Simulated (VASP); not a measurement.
Runs of VASP 6.6.1 on TiAl2. The structure is that of space group Cmmm (No. 65), or close to it. The cells are those of the table. 

```csv
cell,further INCAR settings,gap on the mesh (eV),pressure (GPa),largest force (eV/Å)
"a = 6.304, b = 6.304, c = 4.054 Å, angles 90.0, 90.0, 144.2°, 6 atoms",ALGO = Fast; EDIFF = 1e-07; NBANDS = 27,none,(a),0.06
"a = 6.615, b = 6.615, c = 3.823 Å, angles 90.0, 90.0, 144.2°, 6 atoms",ALGO = Fast; EDIFF = 1e-06; NBANDS = 27,none,-7.7,0.21
"a = 6.271, b = 6.271, c = 4.255 Å, angles 90.0, 90.0, 144.2°, 6 atoms",ALGO = Fast; EDIFF = 1e-06; NBANDS = 27,none,-7.3,(b)
"a = 6.334, b = 6.334, c = 3.862 Å, angles 90.0, 90.0, 144.2°, 6 atoms",ALGO = Fast; EDIFF = 1e-06; NBANDS = 27,none,0.2,0.06
"a = 6.417, b = 6.417, c = 3.912 Å, angles 90.0, 90.0, 144.2°, 6 atoms",ALGO = Fast; EDIFF = 1e-06; NBANDS = 27,none,-4.3,0.10
```

Alike in all rows: task single point; level LDA; potentials or basis VASP PAW LDA potentials, release 64 (Ti_sv, Al); no spin polarisation; k mesh 12 × 12 × 12; cutoff (eV) 520; smearing gaussian 0.15 eV.

Question: Estimate the missing entries.

Answer: (a) -4.1; (b) 0.23.

A gap of «none» marks levels without a gap at the run's occupations.
